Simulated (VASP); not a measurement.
Runs of VASP 6.6.1 on BN. The structure is that of space group P6_3/mmc (No. 194), or close to it. The cells are those of the table. 

```tsv
cell	gap on the mesh (eV)	pressure (GPa)	largest force (eV/Å)
a = 2.529, b = 2.492, c = 6.661 Å, angles 90.0, 90.0, 120.5°, 4 atoms	4.11	0.9	0.28
a = 2.479, b = 2.517, c = 6.661 Å, angles 90.0, 90.0, 119.5°, 4 atoms	(b)	0.9	0.25
a = 2.454, b = 2.529, c = 6.661 Å, angles 90.0, 90.0, 119.0°, 4 atoms	3.95	1.2	0.48
a = 2.579, b = 2.467, c = 6.661 Å, angles 90.0, 90.0, 121.5°, 4 atoms	(a)	1.9	(c)
a = 2.554, b = 2.479, c = 6.661 Å, angles 90.0, 90.0, 121.0°, 4 atoms	4.04	1.2	0.58
a = 2.429, b = 2.542, c = 6.661 Å, angles 90.0, 90.0, 118.5°, 4 atoms	3.84	1.8	0.69
a = 2.592, b = 2.461, c = 6.661 Å, angles 90.0, 90.0, 121.8°, 4 atoms	3.94	2.3	1.10
```

Alike in all rows: task single point; level PBEsol; potentials or basis VASP PAW PBE potentials, release 64 (B, N); no spin polarisation; k mesh 12 × 12 × 4; cutoff (eV) 520; smearing gaussian 0.05 eV.

Estimate the missing entries.

(a) 3.97; (b) 4.07; (c) 0.92.

Caveats: the PAW data sets were made with another functional, which shifts forces and pressure a little; this functional lacks dispersion, which binds the layers, so the pressure and a relaxed spacing across them are unreliable.

A k mesh can miss the band edges.
